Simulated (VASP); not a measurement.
Set up this calculation in VASP 6.6.1, as the native input.

* Task: single point
* Functional: PBE
* Potentials or basis: VASP PAW PBE potentials, release 64 (Ge_d)
* Cutoff: 520 eV
* k mesh: 18 × 18 × 18
* Occupations: gaussian, width 0.15 eV
* Spin: no spin polarisation
* Dipole correction: no
* Further INCAR settings: ALGO = Normal; EDIFF = 1e-07; NBANDS = 21

The structure of Ge lies in POSCAR:

```
Ge
1.0
    0.0000000000      2.8805347709      2.8805347709
    2.8805347709      0.0000000000      2.8805347709
    2.8805347709      2.8805347709      0.0000000000
Ge
2
Direct
    0.5173578880      0.4826421120      0.4826421120
    0.7326421120      0.7673578880      0.7673578880
```

This cell differs from its parent crystal: atoms displaced along a vibrational mode.

The input as run:

INCAR

```
PREC = Accurate
ENCUT = 520
EDIFF = 1E-7
ISMEAR = 0
SIGMA = 0.15
LREAL = F
LASPH = T
NELM = 100
ALGO = Normal
ISIF = 2
LWAVE = F
LCHARG = T
GGA = PE
LELF = T
LVHAR = T
NBANDS = 21
```

KPOINTS

```
Automatic mesh
0
Gamma
  18 18 18
```

Potentials or basis: VASP PAW PBE potentials, release 64 (Ge_d).

Command:

```console
$ cat potpaw_PBE.64/Ge_d/POTCAR > POTCAR
$ mpirun -np 1 vasp_std > vasp.out
```

It gave:

The pressure is 1.0 GPa. The largest force is 1.935 eV/Å and the band gap on the k mesh is zero (bands 14 and 15 overlap by 0.98 eV).

Caveat: the cell differs from its parent crystal (atoms displaced along a vibrational mode); forces of over 1 eV/Å act on the atoms, so gaps and moduli don't describe the material at rest.

It took 11 min on 1 thread of Intel(R) Xeon(R) Platinum 8259CL CPU @ 2.50GHz (Skylake/Cascade Lake) (shared host), peak memory 0.71 GiB.
